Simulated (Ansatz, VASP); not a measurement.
YB17N18: VASP beside Ansatz

```
CELL_PARAMETERS angstrom
7.49472 0.00000 0.00000
-3.74736 6.49062 0.00000
0.00000 0.00000 6.63570
ATOMIC_POSITIONS crystal
Y 0.11111 0.22222 0.25000
B 0.11111 0.55556 0.25000
B 0.11111 0.88889 0.25000
B 0.44444 0.22222 0.25000
B 0.44444 0.55556 0.25000
B 0.44444 0.88889 0.25000
B 0.77778 0.22222 0.25000
B 0.77778 0.55556 0.25000
B 0.77778 0.88889 0.25000
B 0.22222 0.11111 0.75000
B 0.22222 0.44444 0.75000
B 0.22222 0.77778 0.75000
B 0.55556 0.11111 0.75000
B 0.55556 0.44444 0.75000
B 0.55556 0.77778 0.75000
B 0.88889 0.11111 0.75000
B 0.88889 0.44444 0.75000
B 0.88889 0.77778 0.75000
N 0.11111 0.22222 0.75000
N 0.11111 0.55556 0.75000
N 0.11111 0.88889 0.75000
N 0.44444 0.22222 0.75000
N 0.44444 0.55556 0.75000
N 0.44444 0.88889 0.75000
N 0.77778 0.22222 0.75000
N 0.77778 0.55556 0.75000
N 0.77778 0.88889 0.75000
N 0.22222 0.11111 0.25000
N 0.22222 0.44444 0.25000
N 0.22222 0.77778 0.25000
N 0.55556 0.11111 0.25000
N 0.55556 0.44444 0.25000
N 0.55556 0.77778 0.25000
N 0.88889 0.11111 0.25000
N 0.88889 0.44444 0.25000
N 0.88889 0.77778 0.25000
```

Alike in both runs: task relaxation of the atoms; functional PBE; k mesh 3 × 3 × 3; occupations fermi-dirac, width 0.01 eV; no spin polarisation.

|  | VASP | Ansatz |
| --- | --- | --- |
| version | VASP 6.6.1 | Ansatz 0.2.0 |
| potentials or method | VASP PAW PBE potentials, release 64 (Y_sv, B, N) | plane-wave PAW, scalar-relativistic |
| plane-wave cutoff (eV) | 520 | 420 |
| valence electrons in the cell | 152 | 152 |

|  | VASP | Ansatz | Ansatz less VASP |
| --- | --- | --- | --- |
| gap on the k mesh at the Fermi level, each at its own relaxed structure (eV) | 1.62 | 1.64 | +0.026 |

Ansatz's warnings: stress scf threshold loose.
